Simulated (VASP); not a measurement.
# Au (Imm2) in VASP: single point with PBEsol

Aim: the single point of Au with PBEsol.

All numbers are computed with VASP 6.6.1; they aren't measurements. Logs are shortened: lines on timing, memory, paths and dates and some standing lists are left out, and cuts for length are marked.

### Step 1. The cell of the first run

Symmetry: Imm2, No. 44, orthorhombic system. The conventional cell has a = 5.786 Å, b = 8.182 Å, c = 5.786 Å, α = 90.00°, β = 90.00°, γ = 90.00°. Within 3.7 Å of Au (site symmetry mm2) lie 12 Au at 2.82 to 2.97 Å. Au (site symmetry mm2) has 12 Au at 2.82 to 2.97 Å within 3.7 Å. Au (site symmetry 1) has 12 Au at 2.86 to 2.93 Å within 3.8 Å. Au (site symmetry mm2) has 12 Au at 2.89 Å within 3.8 Å. Within 3.8 Å of Au (site symmetry mm2) lie 12 Au at 2.89 Å.

### Step 2. Single point, PBEsol (atom 1 (Au) moved +0.075 Å towards its neighbour atom 2 (Au) at 2.893 Å)

Input file INCAR:

```
SYSTEM = Au
  ALGO = Fast
  EDIFF = 1E-7
  ENCUT = 520
  GGA = PS
  ISIF = 2
  ISMEAR = 0
  LASPH = .TRUE.
  LCHARG = .FALSE.
  LREAL = .FALSE.
  LWAVE = .FALSE.
  NBANDS = 54
  NELM = 100
  PREC = Accurate
  SIGMA = 0.15
```

Input file KPOINTS:

```
k-points
0
G
  10 10 10
  0 0 0
```

Input file POSCAR:

```
Au
1.0
   -4.0910000000     -4.0910000000      0.0000000000
   -4.0910000000      0.0000000000     -4.0910000000
    0.0000000000     -4.0910000000     -4.0910000000
Au
8
Direct
    0.4870366638      0.5000000000      0.5000000000
    0.0000000000      0.5000000000      0.5000000000
    0.5000000000      0.0000000000      0.5000000000
    0.0000000000      0.0000000000      0.5000000000
    0.5000000000      0.5000000000      0.0000000000
    0.0000000000      0.5000000000      0.0000000000
    0.5000000000      0.0000000000      0.0000000000
    0.0000000000      0.0000000000      0.0000000000
```

Potentials or basis: VASP PAW PBE potentials, release 64 (Au).

Run with:

```console
> cat potpaw_PBE.64/Au/POTCAR > POTCAR
> mpirun -np 1 vasp_std > vasp.out
```

OUTCAR:

```text
SYSTEM = Au
   EDIFF = 1E-7
   ENCUT = 520
   GGA = PS
   ISIF = 2
   ISMEAR = 0
   LASPH = .TRUE.
   LREAL = .FALSE.
   NELM = 100
   PREC = Accurate

 ion  position               nearest neighbor table
   1  0.487  0.500  0.500-   2 2.82   4 2.86   6 2.86   5 2.86   3 2.86   7 2.89   7 2.89   3 2.93
                             4 2.93   5 2.93   6 2.93   2 2.97
   2  0.000  0.500  0.500-   1 2.82   4 2.89   6 2.89   5 2.89   6 2.89   8 2.89   3 2.89   4 2.89
                             8 2.89   3 2.89   5 2.89   1 2.97
   3  0.500  0.000  0.500-   1 2.86   4 2.89   7 2.89   5 2.89   7 2.89   8 2.89   2 2.89   5 2.89
                             2 2.89   4 2.89   8 2.89   1 2.93
   4  0.000  0.000  0.500-   1 2.86   3 2.89   8 2.89   6 2.89   7 2.89   8 2.89   2 2.89   2 2.89
                             6 2.89   3 2.89   7 2.89   1 2.93
   5  0.500  0.500  0.000-   1 2.86   6 2.89   7 2.89   2 2.89   3 2.89   3 2.89   7 2.89   8 2.89
                             2 2.89   6 2.89   8 2.89   1 2.93
   6  0.000  0.500  0.000-   1 2.86   5 2.89   8 2.89   2 2.89   2 2.89   4 2.89   4 2.89   7 2.89
                             8 2.89   5 2.89   7 2.89   1 2.93
   7  0.500  0.000  0.000-   3 2.89   5 2.89   8 2.89   3 2.89   4 2.89   5 2.89   6 2.89   4 2.89
                             6 2.89   8 2.89   1 2.89   1 2.89
   8  0.000  0.000  0.000-   4 2.89   6 2.89   7 2.89   2 2.89   3 2.89   4 2.89   2 2.89   5 2.89
                             6 2.89   3 2.89   5 2.89   7 2.89

  LATTYP: Found a face centered cubic cell.
 ALAT       =     8.1820000000

  Lattice vectors:

 A1 = (  -4.0910000000,  -4.0910000000,   0.0000000000)
 A2 = (  -4.0910000000,   0.0000000000,  -4.0910000000)
 A3 = (   0.0000000000,  -4.0910000000,  -4.0910000000)

Analysis of symmetry for initial positions (statically):
=====================================================================
 Subroutine PRICEL returns:
 Original cell was already a primitive cell.

 Routine SETGRP: Setting up the symmetry group for a
 face centered cubic supercell.

 Subroutine GETGRP returns: Found  4 space group operations
 (whereof  4 operations were pure point group operations)
 out of a pool of 48 trial point group operations.

The static configuration has the point symmetry C_2v.

Analysis of symmetry for dynamics (positions and initial velocities):
=====================================================================
 Subroutine PRICEL returns:
 Original cell was already a primitive cell.

 Routine SETGRP: Setting up the symmetry group for a
 face centered cubic supercell.

 Subroutine GETGRP returns: Found  4 space group operations
 (whereof  4 operations were pure point group operations)
 out of a pool of 48 trial point group operations.

[... 124 lines left out ...]
   NUPDOWN=      -1.0000    fix difference up-down
   EMIN   =  10.00;   EMAX   =-10.00  energy-range for DOS
   EFERMI =   0.00;   METHOD = LEGACY
   ISMEAR =     0;   SIGMA  =   0.15  broadening in eV -4-tet -1-fermi 0-gaus
   EFERMI_NEDOS =   21; number of points for ismear=-14 and -15
   IALGO  =     68    algorithm
   IMIX   =      4    mixing-type and parameters
     AMIX     =   0.40;   BMIX     =  1.00
     AMIX_MAG =   1.60;   BMIX_MAG =  1.00
  volume/ion in A,a.u.               =      17.12       115.51
  Fermi-wavevector in a.u.,A,eV,Ry     =   1.412742  2.669696 27.155058  1.995840
  Thomas-Fermi vector in A             =   2.534459
   LORBIT       =      0    0 simple, 1 ext, 2 COOP (PROOUT), +10 PAW based schemes
   GGA     = PS    functional components
   LHFCALC =     F    Hartree Fock is set to
   AEXX    =    0.0000 exact exchange contribution
   IVDW    =     0    specifies the selected vdW correction
   LEPSILON=     F    determine dielectric tensor
   LRPA    =     F    only Hartree local field effects (RPA)
 non-spin polarized calculation
 RMM-DIIS sequential band-by-band and
 Gauss-broadening in eV      SIGMA  =   0.15
  energy-cutoff  :      520.00
  volume of cell :      136.94
 maximum number of plane-waves:      3708
 NGX is ok and might be reduce to    48
   NGX = 21   NGY = 21   NGZ = 21

 number of electron      88.0000001 magnetization

 Free energy of the ion-electron system (eV)
  ---------------------------------------------------
  ext. energy  EPLUGINS =         0.00000000
  ---------------------------------------------------
  free energy    TOTEN  =       -31.38536426 eV

  energy without entropy =      -31.36140071  energy(sigma->0) =      -31.37338249

 E-fermi :   9.1759     XC(G=0): -12.8580

 val. band max:        9.1716389650   @ k =   0.3000  -0.2000  -0.2000
 cond. band min:       9.1766402036   @ k =   0.4000  -0.3000  -0.3000
 fundamental gap:      0.0050012386
 Fermi energy:         9.1759148471

 k-point     1 :       0.0000    0.0000    0.0000
  band No.  band energies     occupation
      1      -0.6702      2.00000
      2       1.9087      2.00000
      3       1.9092      2.00000
      4       1.9124      2.00000
      5       1.9140      2.00000
      6       2.1710      2.00000
[... 1357 lines left out ...]
     53      14.9523      0.00000
     54      17.0392      0.00000

 [... further k-points ...]

------------------------ aborting loop because EDIFF is reached ----------------------------------------

  FORCE on cell =-STRESS in cart. coord.  units (eV):
  Direction    XX          YY          ZZ          XY          YZ          ZX
  --------------------------------------------------------------------------------------
  -------------------------------------------------------------------------------------
  Total       -0.9551258     -0.9551258     -0.9589976      0.0449819     -0.0000000      0.0000000
  in kB      -11.1751332    -11.1751332    -11.2204345      0.5262959     -0.0000000      0.0000000
  external PRESSURE =     -11.1902336 kB  Pullay stress =       0.0000000 kB

 VOLUME and BASIS-vectors are now :
 -----------------------------------------------------------------------------
  energy-cutoff  :      520.00
  volume of cell :      136.94
      direct lattice vectors                 reciprocal lattice vectors
    -4.091000000 -4.091000000  0.000000000    -0.122219506 -0.122219506  0.122219506
    -4.091000000  0.000000000 -4.091000000    -0.122219506  0.122219506 -0.122219506
     0.000000000 -4.091000000 -4.091000000     0.122219506 -0.122219506 -0.122219506

 POSITION                                       TOTAL-FORCE (eV/Angst)
 -----------------------------------------------------------------------------------
     -4.03797     -4.03797     -4.09100        -0.361841     -0.361841      0.000000
     -2.04550     -2.04550     -4.09100         0.229206      0.229206      0.000000
     -2.04550     -4.09100     -2.04550         0.102515     -0.034570      0.121985
      0.00000     -2.04550     -2.04550        -0.034570      0.102515     -0.121985
     -4.09100     -2.04550     -2.04550        -0.034570      0.102515      0.121985
     -2.04550      0.00000     -2.04550         0.102515     -0.034570     -0.121985
     -2.04550     -2.04550      0.00000        -0.019091     -0.019091      0.000000
      0.00000      0.00000      0.00000         0.015836      0.015836     -0.000000
 -----------------------------------------------------------------------------------
    total drift:                               -0.000006     -0.000006      0.000000

  FREE ENERGIE OF THE ION-ELECTRON SYSTEM (eV)
  ---------------------------------------------------
  free  energy   TOTEN  =       -31.3853642641 eV

  energy  without entropy=      -31.3614007069  energy(sigma->0) =      -31.37338249
```

stdout:

```text
POSCAR found type information on POSCAR Au
 POSCAR found :  1 types and       8 ions
 scaLAPACK will be used
 -----------------------------------------------------------------------------
|                                                                             |
|                                                                             |
|     You enforced a specific xc type in the INCAR file but a different       |
|     I HOPE YOU KNOW WHAT YOU ARE DOING!                                     |
|                                                                             |
 -----------------------------------------------------------------------------

 LDA part: xc-table for (Slater+PW92), standard interpolation
 POSCAR, INCAR and KPOINTS ok, starting setup
 FFT: planning ... GRIDC
 FFT: planning ... GRID_SOFT
 FFT: planning ... GRID
 WAVECAR not read
 entering main loop
```

Wall time 59 min (1 thread of Oxide Virtual Turin-like, shared host); peak memory 0.89 GiB.

What came out:

* Free energy: -31.3854 eV
* Pressure: -1.1 GPa
* Largest force: 0.512 eV/Å
* Band gap on the k mesh: zero (bands 44 and 45 overlap by 1.97 eV)

Forces on the atoms (eV/Å):
```
Au  -0.362 -0.362  0.000
Au   0.229  0.229  0.000
Au   0.103 -0.035  0.122
Au  -0.035  0.103 -0.122
Au  -0.035  0.103  0.122
Au   0.103 -0.035 -0.122
Au  -0.019 -0.019  0.000
Au   0.016  0.016  0.000
```

Stress tensor (GPa, compression positive):
```
-1.12  0.05  0.00
 0.05 -1.12  0.00
 0.00  0.00 -1.12
```

Levels at points of the mesh, in eV from the Fermi level:
| k point | band 42 | band 43 | band 44 | band 45 | band 46 | band 47 |
| --- | --- | --- | --- | --- | --- | --- |
| (0.00, 0.00, 0.00) | -0.98 | -0.98 | -0.97 | -0.96 | 1.00 | 1.00 |
| (0.50, 0.00, 0.00) | -1.81 | 1.00 | 1.02 | 1.03 | 1.04 | 1.05 |
| (0.00, 0.50, 0.00) | -1.81 | 0.99 | 1.00 | 1.03 | 1.04 | 1.07 |
| (0.50, 0.50, 0.00) | -1.59 | -0.29 | -0.26 | -0.26 | -0.23 | 4.68 |
| (0.00, 0.50, 0.50) | -1.59 | -0.30 | -0.26 | -0.26 | -0.22 | 4.68 |

Caveat: the cell differs from its parent crystal (atom 1 (Au) moved +0.075 Å towards its neighbour atom 2 (Au) at 2.893 Å); the PAW data sets were made with another functional, which shifts forces and pressure a little; spin-orbit coupling is left out, which moves the levels of the heavy elements.
